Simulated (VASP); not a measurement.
# Se (Pnma) in VASP: notebook

Runs on Se. Level: PBE. Tasks: single point.

Everything below comes from runs of VASP 6.6.1. Logs are shortened: lines on timing, memory, paths and dates and some standing lists are left out, and cuts for length are marked.

### Step 1. The cell of the first run

Symmetry: Pnma, No. 62, orthorhombic system. The conventional cell has a = 7.749 Å, b = 3.586 Å, c = 4.502 Å, α = 90.00°, β = 90.00°, γ = 90.00°. Within 3.1 Å of Se (site symmetry m) lie 6 Se at 2.37 to 3.00 Å. Within 3.1 Å of Se (site symmetry m) lie 6 Se at 2.37 to 2.42 Å.

The cell was built from a structure type or drawn by symmetry, and may not be a known phase.

### Step 2. Single point, PBE

File INCAR:

```
SYSTEM = Se
PREC = Accurate
ENCUT = 520
EDIFF = 1E-6
ISMEAR = 0
SIGMA = 0.1
LREAL = .False.
LASPH = .True.
NELM = 60
ALGO = Normal
ISIF = 2
LWAVE = .False.
LCHARG = .False.
GGA = PE
NBANDS = 34
```

File KPOINTS:

```
Automatic mesh
0
Gamma
  2 6 4
  0 0 0
```

File POSCAR:

```
Se
1.0
    7.7490329900      0.0000000000      0.0000000000
    0.0000000000      3.5857102300      0.0000000000
    0.0000000000      0.0000000000      4.5017823000
Se
8
Direct
    0.1542829900      0.2500000000      0.5311769800
    0.3457170100      0.7500000000      0.0311769800
    0.6542829900      0.2500000000      0.9688230200
    0.8457170100      0.7500000000      0.4688230200
    0.0564999900      0.7500000000      0.8499500200
    0.4435000100      0.2500000000      0.3499500200
    0.5564999900      0.7500000000      0.6500499800
    0.9435000100      0.2500000000      0.1500499800
```

Potentials or basis: VASP PAW PBE potentials, release 64 (Se).

Run with:

```
$ cat potpaw_PBE.64/Se/POTCAR > POTCAR
$ mpirun -np 1 vasp_std > vasp.out
```

OUTCAR:

```text
SYSTEM = Se
   PREC = Accurate
   ENCUT = 520
   EDIFF = 1E-6
   ISMEAR = 0
   LREAL = .False.
   LASPH = .True.
   NELM = 60
   ISIF = 2
   GGA = PE

 ion  position               nearest neighbor table
   1  0.154  0.250  0.531-   8 2.37   6 2.39   5 2.42   5 2.42
   2  0.346  0.750  0.031-   7 2.37   5 2.39   6 2.42   6 2.42
   3  0.654  0.250  0.969-   6 2.37   8 2.39   7 2.42   7 2.42
   4  0.846  0.750  0.469-   5 2.37   7 2.39   8 2.42   8 2.42
   5  0.056  0.750  0.850-   4 2.37   2 2.39   8 2.41   8 2.41   1 2.42   1 2.42
   6  0.444  0.250  0.350-   3 2.37   1 2.39   7 2.41   7 2.41   2 2.42   2 2.42
   7  0.556  0.750  0.650-   2 2.37   4 2.39   6 2.41   6 2.41   3 2.42   3 2.42
   8  0.944  0.250  0.150-   1 2.37   3 2.39   5 2.41   5 2.41   4 2.42   4 2.42

  LATTYP: Found a simple orthorhombic cell.
 ALAT       =     3.5857102300
 B/A-ratio  =     1.2554785555
 C/A-ratio  =     2.1610873420

  Lattice vectors:

 A1 = (   0.0000000000,   3.5857102300,   0.0000000000)
 A2 = (   0.0000000000,   0.0000000000,   4.5017823000)
 A3 = (   7.7490329900,   0.0000000000,   0.0000000000)

Analysis of symmetry for initial positions (statically):
=====================================================================
 Subroutine PRICEL returns:
 Original cell was already a primitive cell.

 Routine SETGRP: Setting up the symmetry group for a
 simple orthorhombic supercell.

 Subroutine GETGRP returns: Found  8 space group operations
 (whereof  2 operations were pure point group operations)
 out of a pool of  8 trial point group operations.

The static configuration has the point symmetry S_2 .
 The point group associated with its full space group is D_2h.

Analysis of symmetry for dynamics (positions and initial velocities):
=====================================================================
 Subroutine PRICEL returns:
 Original cell was already a primitive cell.

 Routine SETGRP: Setting up the symmetry group for a
 simple orthorhombic supercell.

 Subroutine GETGRP returns: Found  8 space group operations
 (whereof  2 operations were pure point group operations)
 out of a pool of  8 trial point group operations.

The dynamic configuration has the point symmetry S_2 .
 The point group associated with its full space group is D_2h.

 Subroutine INISYM returns: Found  8 space group operations
 (whereof  2 operations are pure point group operations),
 and found     1 'primitive' translations

----------------------------------------------------------------------------------------

                                     Primitive cell

  volume of cell :     125.0856

  direct lattice vectors                    reciprocal lattice vectors
     7.749032990  0.000000000  0.000000000     0.129048360  0.000000000  0.000000000
     0.000000000  3.585710230  0.000000000     0.000000000  0.278884778  0.000000000
     0.000000000  0.000000000  4.501782300     0.000000000  0.000000000  0.222134242

  length of vectors
     7.749032990  3.585710230  4.501782300     0.129048360  0.278884778  0.222134242

  position of ions in fractional coordinates (direct lattice)
     0.154282990  0.250000000  0.531176980
     0.345717010  0.750000000  0.031176980
     0.654282990  0.250000000  0.968823020
     0.845717010  0.750000000  0.468823020
     0.056499990  0.750000000  0.849950020
     0.443500010  0.250000000  0.349950020
     0.556499990  0.750000000  0.650049980
     0.943500010  0.250000000  0.150049980

  ion indices of the primitive-cell ions
   primitive index   ion index
                 1           1
                 2           2
                 3           3
                 4           4
                 5           5
                 6           6
                 7           7
                 8           8

----------------------------------------------------------------------------------------

 KPOINTS: Automatic mesh

Automatic generation of k-mesh.
 Grid dimensions read from file:
 generate k-points for:    2    6    4

 Generating k-lattice:

  Cartesian coordinates                     Fractional coordinates (reciprocal lattice)
     0.064524180  0.000000000  0.000000000     0.500000000  0.000000000  0.000000000
     0.000000000  0.046480796  0.000000000     0.000000000  0.166666667  0.000000000
     0.000000000  0.000000000  0.055533561     0.000000000  0.000000000  0.250000000

  Length of vectors
     0.064524180  0.046480796  0.055533561

  Shift w.r.t. Gamma in fractional coordinates (k-lattice)
     0.000000000  0.000000000  0.000000000

 Subroutine IBZKPT returns following result:
 ===========================================

 Found     24 irreducible k-points:

 Following reciprocal coordinates:
            Coordinates               Weight
  0.000000  0.000000  0.000000      1.000000
  0.500000  0.000000  0.000000      1.000000
  0.000000  0.166667  0.000000      2.000000
  0.500000  0.166667  0.000000      2.000000
  0.000000  0.333333  0.000000      2.000000
  0.500000  0.333333  0.000000      2.000000
[... 16 lines left out ...]
  0.000000  0.500000  0.500000      1.000000
  0.500000  0.500000  0.500000      1.000000
   k-points           NKPTS =     24   k-points in BZ     NKDIM =     24   number of bands    NBANDS=     34
   number of dos      NEDOS =    301   number of ions     NIONS =      8
   total plane-waves  NPLWV =  60480
   dimension x,y,z NGX =    60 NGY =   28 NGZ =   36
   dimension x,y,z NGXF=   120 NGYF=   56 NGZF=   72
   ions per type =               8
   NGX,Y,Z   is equivalent  to a cutoff of  12.87, 12.98, 13.29 a.u.
   NGXF,Y,Z  is equivalent  to a cutoff of  25.74, 25.96, 26.59 a.u.
 SYSTEM =  Se
   PREC   = accura    normal or accurate (medium, high low for compatibility)
   ISTART =      0    job   : 0-new  1-cont  2-samecut
   ICHARG =      2    charge: 1-file 2-atom 10-const
   ISPIN  =      1    spin polarized calculation?
   LNONCOLLINEAR =      F non collinear calculations
   LSORBIT =      F    spin-orbit coupling
   LASPH  =      T    aspherical Exc in radial PAW
   ENCUT  =  520.0 eV  38.22 Ry    6.18 a.u.  14.41  6.67  8.37*2*pi/ulx,y,z
   NELM   =     60;   NELMIN=  2; NELMDL= -5     # of ELM steps
   EDIFF  = 0.1E-05   stopping-criterion for ELM
   LREAL  =      F    real-space projection
   EDIFFG = 0.1E-04   stopping-criterion for IOM
   NSW    =      0    number of steps for IOM
   IBRION =     -1    ionic relax: 0-MD 1-quasi-New 2-CG
   NFREE  =      0    steps in history (QN), initial steepest desc. (CG)
   ISIF   =      2    stress and relaxation
   ISYM   =      2    0-nonsym 1-usesym 2-fastsym
   POTIM  = 0.5000    time-step for ionic-motion
   TEBEG  =    0.0;   TEEND  =   0.0 temperature during run
   PSTRESS=    0.0 pullay stress
   NELECT =      48.0000    total number of electrons
   NUPDOWN=      -1.0000    fix difference up-down
   EMIN   =  10.00;   EMAX   =-10.00  energy-range for DOS
   EFERMI =   0.00;   METHOD = LEGACY
   ISMEAR =     0;   SIGMA  =   0.10  broadening in eV -4-tet -1-fermi 0-gaus
   EFERMI_NEDOS =   21; number of points for ismear=-14 and -15
   IALGO  =     38    algorithm
   IMIX   =      4    mixing-type and parameters
     AMIX     =   0.40;   BMIX     =  1.00
     AMIX_MAG =   1.60;   BMIX_MAG =  1.00
  volume/ion in A,a.u.               =      15.64       105.51
  Fermi-wavevector in a.u.,A,eV,Ry     =   1.189651  2.248114 19.255905  1.415269
  Thomas-Fermi vector in A             =   2.325753
   LORBIT       =      0    0 simple, 1 ext, 2 COOP (PROOUT), +10 PAW based schemes
   GGA     = PE    functional components
   LHFCALC =     F    Hartree Fock is set to
   AEXX    =    0.0000 exact exchange contribution
   IVDW    =     0    specifies the selected vdW correction
   LEPSILON=     F    determine dielectric tensor
   LRPA    =     F    only Hartree local field effects (RPA)
 non-spin polarized calculation
 Gauss-broadening in eV      SIGMA  =   0.10
  energy-cutoff  :      520.00
  volume of cell :      125.09
 maximum number of plane-waves:      3394
 NGX is ok and might be reduce to    60
   NGX = 29   NGY = 13   NGZ = 17

 number of electron      47.9999999 magnetization

 Free energy of the ion-electron system (eV)
  ---------------------------------------------------
  ext. energy  EPLUGINS =         0.00000000
  ---------------------------------------------------
  free energy    TOTEN  =       -14.29991234 eV

  energy without entropy =      -14.27797019  energy(sigma->0) =      -14.28894126

 E-fermi :   9.8358     XC(G=0): -11.6092

 val. band max:        9.8197877644   @ k =   0.5000   0.3333   0.5000
 cond. band min:       9.8391078559   @ k =   0.5000   0.1667   0.0000
 fundamental gap:      0.0193200915
 Fermi energy:         9.8357582516

 k-point     1 :       0.0000    0.0000    0.0000
  band No.  band energies     occupation
      1     -10.7778      2.00000
      2      -9.4410      2.00000
      3      -7.3824      2.00000
      4      -4.8115      2.00000
      5      -4.6828      2.00000
      6      -3.6575      2.00000
[... 26 lines left out ...]
     33      13.8914      0.00000
     34      14.2667      0.00000

 k-point     2 :       0.5000    0.0000    0.0000
  band No.  band energies     occupation
      1     -10.2920      2.00000
      2     -10.2920      2.00000
      3      -5.8484      2.00000
      4      -5.8484      2.00000
      5      -4.3383      2.00000
      6      -4.3383      2.00000
[... 26 lines left out ...]
     33      14.6433      0.00000
     34      14.6433      0.00000
[... 775 lines left out ...]
     33      15.9998      0.00000
     34      15.9998      0.00000

 k-point    24 :       0.5000    0.5000    0.5000
  band No.  band energies     occupation
      1      -7.2173      2.00000
      2      -7.2173      2.00000
      3      -7.2173      2.00000
      4      -7.2173      2.00000
      5      -4.9417      2.00000
      6      -4.9417      2.00000
[... 26 lines left out ...]
     33      15.6926      0.00000
     34      15.6926      0.00000

------------------------ aborting loop because EDIFF is reached ----------------------------------------

  FORCE on cell =-STRESS in cart. coord.  units (eV):
  Direction    XX          YY          ZZ          XY          YZ          ZX
  --------------------------------------------------------------------------------------
  -------------------------------------------------------------------------------------
  Total       54.3309449     55.3874645     53.4432843      0.0000000      0.0000000      0.0000000
  in kB      695.9061120    709.4387037    684.5363781      0.0000000      0.0000000      0.0000000
  external PRESSURE =     696.6270646 kB  Pullay stress =       0.0000000 kB

 VOLUME and BASIS-vectors are now :
 -----------------------------------------------------------------------------
  energy-cutoff  :      520.00
  volume of cell :      125.09
      direct lattice vectors                 reciprocal lattice vectors
     7.749032990  0.000000000  0.000000000     0.129048360  0.000000000  0.000000000
     0.000000000  3.585710230  0.000000000     0.000000000  0.278884778  0.000000000
     0.000000000  0.000000000  4.501782300     0.000000000  0.000000000  0.222134242

 POSITION                                       TOTAL-FORCE (eV/Angst)
 -----------------------------------------------------------------------------------
      1.19554      0.89643      2.39124         2.197681     -0.000000     -0.511474
      2.67897      2.68928      0.14035        -2.197681     -0.000000     -0.511474
      5.07006      0.89643      4.36143         2.197681      0.000000      0.511474
      6.55349      2.68928      2.11054        -2.197681      0.000000      0.511474
      0.43782      2.68928      3.82629        -0.556434     -0.000000      0.984279
      3.43670      0.89643      1.57540         0.556434      0.000000      0.984279
      4.31234      2.68928      2.92638        -0.556434      0.000000     -0.984279
      7.31121      0.89643      0.67549         0.556434      0.000000     -0.984279
 -----------------------------------------------------------------------------------
    total drift:                               -0.000000     -0.000000      0.000000

  FREE ENERGIE OF THE ION-ELECTRON SYSTEM (eV)
  ---------------------------------------------------
  free  energy   TOTEN  =       -14.2999123422 eV

  energy  without entropy=      -14.2779701856  energy(sigma->0) =      -14.28894126
```

It took 37 s on 1 thread of Intel Xeon 6975P-C (Granite Rapids), shared host; peak memory 0.26 GiB.

What came out:

| Property | Result |
| --- | --- |
| Free energy | -14.2999 eV |
| Pressure | 69.7 GPa |
| Largest force | 2.256 eV/Å |
| Band gap on the k mesh | zero (bands 24 and 25 overlap by 0.63 eV) |

Forces on the atoms (eV/Å):
```
Se   2.198  0.000 -0.511
Se  -2.198  0.000 -0.511
Se   2.198  0.000  0.511
Se  -2.198  0.000  0.511
Se  -0.556  0.000  0.984
Se   0.556  0.000  0.984
Se  -0.556  0.000 -0.984
Se   0.556  0.000 -0.984
```

Caveat: the k points lie up to 0.41 Å⁻¹ apart, too coarse for converged energies and pressures of a metal; forces of over 1 eV/Å act on the atoms, so gaps and moduli don't describe the material at rest.

### Step 3. Single point, PBE

This run uses another cell than the first one, of 32.75 Å³/atom.

File INCAR:

```
  ALGO = Normal
  EDIFF = 1E-6
  ENCUT = 520
  GGA = PE
  ISIF = 2
  ISMEAR = 0
  LASPH = T
  LCHARG = F
  LREAL = F
  LWAVE = F
  NBANDS = 34
  NELM = 60
  PREC = Accurate
  SIGMA = 0.1
```

File KPOINTS:

```
k-points
0
Gamma
  2 6 4
```

File POSCAR:

```
Se
1.0
    9.7419973012      0.0000000000      0.0000000000
    0.0000000000      4.2483640794      0.0000000000
    0.0000000000      0.0000000000      6.3307029730
Se
8
Direct
    0.1550918791      0.2500000000      0.5135014696
    0.3449081209      0.7500000000      0.0135014696
    0.6550918791      0.2500000000      0.9864985304
    0.8449081209      0.7500000000      0.4864985304
   -0.0008730690      0.7500000000      0.7385056803
    0.5008730690      0.2500000000      0.2385056803
    0.4991269310      0.7500000000      0.7614943197
    1.0008730690      0.2500000000      0.2614943197
```

Potentials or basis: VASP PAW PBE potentials, release 64 (Se).

Run with:

```
$ cat potpaw_PBE.64/Se/POTCAR > POTCAR
$ mpirun -np 1 vasp_std > vasp.out
```

OUTCAR:

```text
EDIFF = 1E-6
   ENCUT = 520
   GGA = PE
   ISIF = 2
   ISMEAR = 0
   LASPH = T
   LREAL = F
   NELM = 60
   PREC = Accurate

 ion  position               nearest neighbor table
   1  0.155  0.250  0.514-   8 2.19
   2  0.345  0.750  0.014-   7 2.19
   3  0.655  0.250  0.986-   6 2.19
   4  0.845  0.750  0.486-   5 2.19
   5  0.999  0.750  0.739-   4 2.19
   6  0.501  0.250  0.239-   3 2.19
   7  0.499  0.750  0.761-   2 2.19
   8  0.001  0.250  0.261-   1 2.19

  LATTYP: Found a simple orthorhombic cell.
 ALAT       =     4.2483640794
 B/A-ratio  =     1.4901507627
 C/A-ratio  =     2.2931173315

  Lattice vectors:

 A1 = (   0.0000000000,   4.2483640794,   0.0000000000)
 A2 = (   0.0000000000,   0.0000000000,   6.3307029730)
 A3 = (   9.7419973012,   0.0000000000,   0.0000000000)

Analysis of symmetry for initial positions (statically):
=====================================================================
 Subroutine PRICEL returns:
 Original cell was already a primitive cell.

[... 187 lines left out ...]
 Fermi energy:         1.1154674166

 k-point     1 :       0.0000    0.0000    0.0000
  band No.  band energies     occupation
      1     -14.2067      2.00000
      2     -14.0652      2.00000
      3     -12.7572      2.00000
      4     -12.7126      2.00000
      5     -10.4328      2.00000
      6     -10.2616      2.00000
[... 877 lines left out ...]
     33       7.6055      0.00000
     34       7.6055      0.00000

------------------------ aborting loop because EDIFF is reached ----------------------------------------

  FORCE on cell =-STRESS in cart. coord.  units (eV):
  Direction    XX          YY          ZZ          XY          YZ          ZX
  --------------------------------------------------------------------------------------
  -------------------------------------------------------------------------------------
  Total        0.3111718      0.0475063      0.5123203      0.0000000     -0.0000000      0.0000000
  in kB        1.9027825      0.2904962      3.1327844      0.0000000     -0.0000000      0.0000000
  external PRESSURE =       1.7753544 kB  Pullay stress =       0.0000000 kB

 VOLUME and BASIS-vectors are now :
 -----------------------------------------------------------------------------
  energy-cutoff  :      520.00
  volume of cell :      262.01
      direct lattice vectors                 reciprocal lattice vectors
     9.741997301  0.000000000  0.000000000     0.102648355  0.000000000  0.000000000
     0.000000000  4.248364079  0.000000000     0.000000000  0.235384723  0.000000000
     0.000000000  0.000000000  6.330702973     0.000000000  0.000000000  0.157960341

 POSITION                                       TOTAL-FORCE (eV/Angst)
 -----------------------------------------------------------------------------------
      1.51090      1.06209      3.25083         0.038748      0.000000      0.040491
      3.36009      3.18627      0.08547        -0.038748      0.000000      0.040491
      6.38190      1.06209      6.24523         0.038748     -0.000000     -0.040491
      8.23109      3.18627      3.07988        -0.038748      0.000000     -0.040491
      9.73349      3.18627      4.67526         0.034536      0.000000      0.041671
      4.87950      1.06209      1.50991        -0.034536     -0.000000      0.041671
      4.86249      3.18627      4.82079         0.034536      0.000000     -0.041671
      0.00851      1.06209      1.65544        -0.034536     -0.000000     -0.041671
 -----------------------------------------------------------------------------------
    total drift:                               -0.000000     -0.000000      0.000000

  FREE ENERGIE OF THE ION-ELECTRON SYSTEM (eV)
  ---------------------------------------------------
  free  energy   TOTEN  =       -27.5734979323 eV

  energy  without entropy=      -27.5734979323  energy(sigma->0) =      -27.57349793
```

Run time: 77 s. Hardware: 1 thread of Intel Xeon 6975P-C (Granite Rapids), shared host; peak memory 0.39 GiB.

Results:

| Property | Result |
| --- | --- |
| Free energy | -27.5735 eV |
| Pressure | 0.2 GPa |
| Largest force | 0.056 eV/Å |
| Band gap on the k mesh | 1.11 eV |

Forces on the atoms (eV/Å):
```
Se   0.039  0.000  0.040
Se  -0.039  0.000  0.040
Se   0.039  0.000 -0.040
Se  -0.039  0.000 -0.040
Se   0.035  0.000  0.042
Se  -0.035  0.000  0.042
Se   0.035  0.000 -0.042
Se  -0.035  0.000 -0.042
```

Levels at points of the mesh, in eV from the valence-band top:
```csv
k point,band 21,band 22,band 23,band 24,band 25,band 26,band 27,band 28
"(0.00, 0.00, 0.00)",-0.33,-0.25,-0.22,0.00,1.11,1.45,1.85,2.11
"(0.50, 0.00, 0.00)",-0.41,-0.41,-0.27,-0.27,1.31,1.31,1.97,1.97
"(0.00, 0.50, 0.00)",-0.63,-0.63,-0.39,-0.39,2.02,2.02,2.67,2.67
"(0.50, 0.50, 0.00)",-0.54,-0.54,-0.54,-0.54,2.34,2.34,2.34,2.34
"(0.00, 0.00, 0.50)",-0.59,-0.59,-0.44,-0.44,1.69,1.69,2.30,2.30
"(0.50, 0.00, 0.50)",-0.60,-0.60,-0.33,-0.33,1.73,1.73,2.28,2.28
"(0.00, 0.50, 0.50)",-0.41,-0.41,-0.35,-0.35,1.80,1.80,1.98,1.98
"(0.50, 0.50, 0.50)",-0.24,-0.24,-0.24,-0.24,1.85,1.85,1.85,1.85
```
